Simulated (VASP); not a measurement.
Set up this calculation in VASP 6.6.1, as the native input.

```yaml
Task: single point
Functional: PBEsol
Potentials_or_basis: VASP PAW PBE potentials, release 64 (Nb_sv, W_sv)
Cutoff: 500 eV
k_mesh: 7 × 7 × 4
Occupations: fermi-dirac, width 0.1 eV
Spin: no spin polarisation
Dipole_correction: no
Further_INCAR_settings: ALGO = Normal; EDIFF = 1e-06; NBANDS = 20
```

The structure of NbW lies in POSCAR:

```
NbW
1.0
    1.6174290000     -2.2736270000      0.0000000000
    1.6174290000      2.2736270000      0.0000000000
    0.0000000000      0.0000000000      4.5984950000
Nb W
1 1
Direct
    0.0000000000      0.0000000000      0.0000000000
    0.5000000000      0.5000000000      0.5000000000
```

These files were run (other wordings do the same):

INCAR

```
SYSTEM = NbW
  ALGO = Normal
  EDIFF = 1E-6
  ENCUT = 500
  GGA = PS
  GGA_COMPAT = .FALSE.
  ISIF = 2
  ISMEAR = -1
  LASPH = .TRUE.
  LCHARG = .TRUE.
  LELF = .TRUE.
  LREAL = .FALSE.
  LVHAR = .TRUE.
  LWAVE = .FALSE.
  NBANDS = 20
  NELM = 120
  PREC = Accurate
  SIGMA = 0.1
```

KPOINTS

```
k-points
0
G
  7 7 4
  0 0 0
```

Potentials or basis: VASP PAW PBE potentials, release 64 (Nb_sv, W_sv).

The run is started by

```console
$ cat potpaw_PBE.64/Nb_sv/POTCAR potpaw_PBE.64/W_sv/POTCAR > POTCAR
$ mpirun -np 1 vasp_std > vasp.out
```

It gave:

* Pressure: -6.5 GPa

Caveat: the PAW data sets were made with another functional, which shifts forces and pressure a little.

Wall time 29 s on 1 thread of AMD EPYC 7R43 64-Core Processor (Zen 3), on a shared host, peak memory 0.13 GiB.
